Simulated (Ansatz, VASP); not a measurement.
# SiO2 in VASP and in Ansatz

```
Si O
1.0
     6.98604    0.00000    0.00000
     0.00000    6.98604    0.00000
     0.00000    0.00000    6.98604
Si O
8 16
Direct
  0.97713 0.52287 0.47713
  0.52287 0.47713 0.97713
  0.47713 0.97713 0.52287
  0.02287 0.02287 0.02287
  0.71418 0.78582 0.21418
  0.78582 0.21418 0.71418
  0.21418 0.71418 0.78582
  0.28582 0.28582 0.28582
  0.86072 0.33283 0.53261
  0.36072 0.16717 0.46739
  0.13928 0.83283 0.96739
  0.16717 0.46739 0.36072
  0.96739 0.13928 0.83283
  0.46739 0.36072 0.16717
  0.33283 0.53261 0.86072
  0.53261 0.86072 0.33283
  0.15419 0.15419 0.15419
  0.34581 0.84581 0.65419
  0.65419 0.34581 0.84581
  0.84581 0.65419 0.34581
  0.63928 0.66717 0.03261
  0.03261 0.63928 0.66717
  0.66717 0.03261 0.63928
  0.83283 0.96739 0.13928
```

Change from the starting cell: volume scaled by 0.96.

Alike in both runs: task electric field gradients; functional PBE; k mesh 3 × 3 × 3; occupations fermi-dirac, width 0.02 eV; no spin polarisation.

|  | VASP | Ansatz |
| --- | --- | --- |
| version | VASP 6.6.1 | Ansatz 0.2.0 |
| potentials or method | VASP PAW PBE potentials, release 64 (Si, O) | plane-wave PAW, scalar-relativistic |
| plane-wave cutoff (eV) | 520 | 420 |
| valence electrons in the cell | 128 | 128 |

VASP gave:

| Item | Value |
| --- | --- |
| gap on the k mesh at the Fermi level (eV) | 5.98 |
| pressure (GPa) | 8.6 |
| rms of the force components (eV/Å) | 0.198 |
| size of Vzz on the site where it differs most (V/Å²) | 92.8 |

Task: Which values does Ansatz return?

Result: gap on the k mesh at the Fermi level (eV): 5.98; pressure (GPa): 8.4; rms of the force components (eV/Å): 0.200; size of Vzz on the site where it differs most (V/Å²): 101.7.

Atom by atom the forces differ by 0.010 eV/Å (rms over components). With one functional, cell and mesh, what is left measures potentials, basis and numerics.
